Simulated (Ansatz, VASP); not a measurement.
Two plane-wave programs on Gd

Contents of INCAR:

```
SYSTEM = Gd
PREC     = Accurate       ! precision mode
ENCUT    = 520            ! plane-wave cutoff, eV
EDIFF    = 1E-6           ! SCF threshold, eV
ISMEAR   = 0              ! smearing method
SIGMA    = 0.1            ! smearing width, eV
LREAL    = .False.        ! projectors in reciprocal space
LASPH    = .True.         ! aspherical terms in the spheres
NELM     = 150            ! most SCF steps
ALGO     = Normal         ! electronic algorithm
ISIF     = 2              ! what is computed and relaxed
LWAVE    = .False.        ! write WAVECAR
LCHARG   = .True.         ! write CHGCAR
ISPIN    = 2              ! spin polarisation
MAGMOM   = 8.25 8.25      ! initial moments
LORBIT   = 11             ! projections on sites
LMAXMIX  = 6              ! l up to which the mixer works
LDAU     = .True.         ! DFT+U
LDAUTYPE = 2            
LDAUL    = 3              ! shell
LDAUU    = 6              ! U, eV
LDAUJ    = 0            
LDAUPRINT= 1            
GGA      = PE             ! functional
LELF     = .True.         ! ELF
LVHAR    = .True.       
NBANDS   = 29             ! bands
```

Contents of KPOINTS:

```
regular mesh
0
Gamma
  5 5 3
  0 0 0
```

File POSCAR:

```
Gd
1.0
    3.6515676488      0.0000000000      0.0000000000
   -1.8257838244      3.1623503475      0.0000000000
    0.0000000000      0.0000000000      5.8528464177
Gd
2
Direct
    0.3333333333      0.6666666667      0.7500000000
    0.6666666667      0.3333333333      0.2500000000
```

Input for Ansatz:

```yaml
crystal:
  lattice:
    - [3.6515676488, 0.0, 0.0]
    - [-1.8257838244, 3.1623503475, 0.0]
    - [0.0, 0.0, 5.8528464177]
  atoms:
    - { symbol: Gd, position: [0.3333333333, 0.6666666667, 0.75], spin: 8.25 }
    - { symbol: Gd, position: [0.6666666667, 0.3333333333, 0.25], spin: 8.25 }
basis:
  ecutwfc: 420
kpoints:
  mp_grid: { grid: [5, 5, 3] }
hamiltonian:
  xc: pbe
  hubbard: { sites: [{ species: Gd, l: f, u_eff: 6.0 }] }
scf:
  occupations: { method: gaussian, width: 0.1 }
output:
  forces: true
  stress: true
  eigenvalues: true
  hubbard: { sites: [{ species: Gd, l: f }] }
  populations: true
magnetization:
  spin_polarized: true
```

Alike in both runs: task single point; functional PBE; k mesh 5 × 5 × 3; occupations gaussian, width 0.1 eV; collinear spin; Hubbard terms Gd f U = 6.0 eV.

|  | VASP | Ansatz |
| --- | --- | --- |
| version | VASP 6.6.1 | Ansatz 0.2.0 |
| potentials or method | VASP PAW PBE potentials, release 64 (Gd), cutoff 520 eV | scalar-relativistic, plane waves, PAW |
| valence electrons in the cell | 36 | 36 |

VASP gave:

| Item | Value |
| --- | --- |
| gap on the k mesh at the Fermi level (eV) | none |
| pressure (GPa) | 0.2 |
| traceless stress, the component that is largest in VASP (GPa) | 0.19 |
| net moment per atom (μB) | 7.83 |
| size of the moment on the site where the two differ most (μB) | 7.12 |

Question: Estimate Ansatz's values.

Answer: gap on the k mesh at the Fermi level (eV): none; pressure (GPa): 0.1; traceless stress, the component that is largest in VASP (GPa): 0.20; net moment per atom (μB): 7.83; size of the moment on the site where the two differ most (μB): 7.51.

Site moments also hang on the region over which each program counts them. The programs project onto different local orbitals, so the same U acts differently, and such runs can settle in different states. A gap of «none» marks a metal or a gap that the smearing closes. Ansatz's warnings: filled band counts differ across k points, given moment on shells.

The k mesh is coarse, so the values compare programs but aren't converged. Spin-orbit coupling is off throughout.
